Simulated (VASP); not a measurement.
A run of VASP 6.6.1 is set up as follows.

Contents of INCAR:

```
SYSTEM = RbHoBr4
ALGO     = Normal         ! electronic algorithm
EDIFF    = 1E-6           ! SCF threshold, eV
ENCUT    = 500            ! plane-wave cutoff, eV
GGA      = PE             ! functional
GGA_COMPAT= .False.      
ISIF     = 2              ! what is computed and relaxed
ISMEAR   = 0              ! smearing method
LASPH    = .True.         ! aspherical terms in the spheres
LCHARG   = .True.         ! write CHGCAR
LELF     = .True.         ! ELF
LMAXMIX  = 6              ! l up to which the mixer works
LREAL    = .False.        ! projectors in reciprocal space
LVHAR    = .True.       
LWAVE    = .False.        ! write WAVECAR
NBANDS   = 32             ! bands
NELM     = 200            ! most SCF steps
PREC     = Accurate       ! precision mode
SIGMA    = 0.02           ! smearing width, eV
```

KPOINTS

```
k-points
0
Gamma
  4 4 4
  0 0 0
```

File POSCAR:

```
RbHoBr4
1.0
    5.6111183620      0.0000000000      0.0000000000
    0.0000000000      5.6111183620      0.0000000000
    0.0000000000      0.0000000000      9.3388608670
Rb Ho Br
1 1 4
Direct
    0.0000000000      0.0000000000      0.0000000000
    0.5000000000      0.5000000000      0.5000000000
    0.5000000000      0.5000000000      0.7971507530
    0.5000000000      0.5000000000      0.2028492470
    0.5000000000      0.0000000000      0.5000000000
    0.0000000000      0.5000000000      0.5000000000
```

Potentials or basis: VASP PAW PBE potentials, release 64 (Rb_sv, Ho_3, Br), 4f in core.

Launch:

```console
$ cat potpaw_PBE.64/Rb_sv/POTCAR potpaw_PBE.64/Ho_3/POTCAR potpaw_PBE.64/Br/POTCAR > POTCAR
$ mpirun -np 1 vasp_std > vasp.out
```

Q: What does it give for the band gap on the k mesh?

A: 3.37 eV (least direct gap 3.42 eV).

Q: What does it give for the pressure?

A: -0.7 GPa.

Q: What does it give for the largest force?

A: 0.010 eV/Å.

Forces in eV/Å, atoms in the order of the input:
```
Rb   0.000  0.000  0.000
Ho   0.000  0.000  0.000
Br   0.000  0.000  0.010
Br   0.000  0.000 -0.010
Br   0.000  0.000  0.000
Br   0.000  0.000  0.000
```

Caveat: spin-orbit coupling is left out, which moves the levels of the heavy elements; the 4f electrons are frozen in the core, so they carry no moment and show no levels. Spin polarisation is off, so any magnetic state and its effect on volume and gap are missing.
